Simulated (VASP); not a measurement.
Crystal: Cu3N.

```
CELL_PARAMETERS angstrom
3.80700 0.00000 0.00000
0.00000 3.80700 0.00000
0.00000 0.00000 3.80700
ATOMIC_POSITIONS crystal
Cu 0.50000 0.00000 0.00000
Cu 0.00000 0.50000 0.00000
Cu 0.00000 0.00000 0.50000
N 0.00000 0.00000 0.00000
```

```yaml
Program: VASP 6.6.1
Task: relaxation of cell and atoms
Functional: LDA
Potentials_or_basis: VASP PAW LDA potentials, release 64 (Cu, N)
Cutoff: 600 eV
k_mesh: 6 × 6 × 6
Occupations: fermi-dirac, width 0.05 eV
Spin: no spin polarisation
```

At the start: pressure -7.9 GPa; volume 13.79 Å³/atom.

Task: Where does the relaxation end?

Result: Over 3 steps the energy falls by 21.7 meV/atom and the volume is 12.96 Å³/atom (-6.0 %); space group Pm-3m (No. 221, to 0.1 Å) before and after.

Step by step:
| step | energy change (eV) | largest force (eV/Å) | pressure (GPa) | volume (Å³) |
| --- | --- | --- | --- | --- |
| 1 | 0.0000 | 0.0000 | -7.86 | 55.18 |
| 2 | -0.0535 | 0.0000 | 5.83 | 49.95 |
| 3 | -0.0867 | 0.0000 | -0.02 | 51.84 |

Final structure:
```
CELL_PARAMETERS angstrom
3.72876 0.00000 0.00000
0.00000 3.72876 0.00000
0.00000 0.00000 3.72876
ATOMIC_POSITIONS crystal
Cu 0.50000 0.00000 0.00000
Cu 0.00000 0.50000 0.00000
Cu 0.00000 0.00000 0.50000
N 0.00000 0.00000 0.00000
```
